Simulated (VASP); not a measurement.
BAs: single point with PBE

BAs:

```
CELL_PARAMETERS angstrom
0.00000 2.40451 2.40451
2.40451 0.00000 2.40451
2.40451 2.40451 0.00000
ATOMIC_POSITIONS crystal
B 0.00000 0.00000 0.00000
As 0.25000 0.25000 0.25000
```

| Property | Result |
| --- | --- |
| Program | VASP 6.6.1 |
| Task | single point |
| Functional | PBE |
| Potentials or basis | VASP PAW PBE potentials, release 64 (B, As) |
| Cutoff | 520 eV |
| k mesh | 7 × 7 × 7 |
| Occupations | fermi-dirac, width 0.01 eV |
| Spin | no spin polarisation |

The pressure is 0.6 GPa. The band gap on the k mesh is 1.22 eV, indirect (least direct gap 3.25 eV).

Levels at points of the mesh, in eV from the valence-band top:
```
           k point  band 2  band 3  band 4  band 5  band 6  band 7
(0.00, 0.00, 0.00)    0.00    0.00    0.00    3.25    3.25    3.25
```

Run time: 7.9 s on 1 thread of AMD EPYC 7R13 Processor (Zen 3), on a shared host, peak memory 0.12 GiB.

A k mesh can miss the band edges.
